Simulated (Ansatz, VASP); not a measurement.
# TiB2 in VASP and in Ansatz

```
Ti B
1.0
     3.03926    0.00000    0.00000
    -1.51963    2.63208    0.00000
     0.00000    0.00000    3.23913
Ti B
1 2
Direct
  0.00000 0.00000 0.00000
  0.33333 0.66667 0.50000
  0.66667 0.33333 0.50000
```

Change from the starting cell: volume scaled by 1.01, crystal datasets.

Alike in both runs: task electric field gradients; functional PBE; k mesh 15 × 15 × 13; occupations fermi-dirac, width 0.08 eV; no spin polarisation.

```csv
,VASP,Ansatz
version,VASP 6.6.1,Ansatz 0.2.0
potentials or method,"VASP PAW PBE potentials, release 64 (Ti_sv, B), cutoff 520 eV","all-electron PAW with datasets made for the crystal, scalar-relativistic"
```

|  | VASP | Ansatz | Ansatz less VASP |
| --- | --- | --- | --- |
| pressure (GPa) | -2.1 | -2.2 | -0.16 |
| traceless stress, the component that is largest in VASP (GPa) | -0.30 | -0.28 | +0.019 |
| size of Vzz on the site where it differs most (V/Å²) | 17.9 | 20.7 | +2.87 |

Ansatz ran all-electron here, and VASP with PAW potentials.
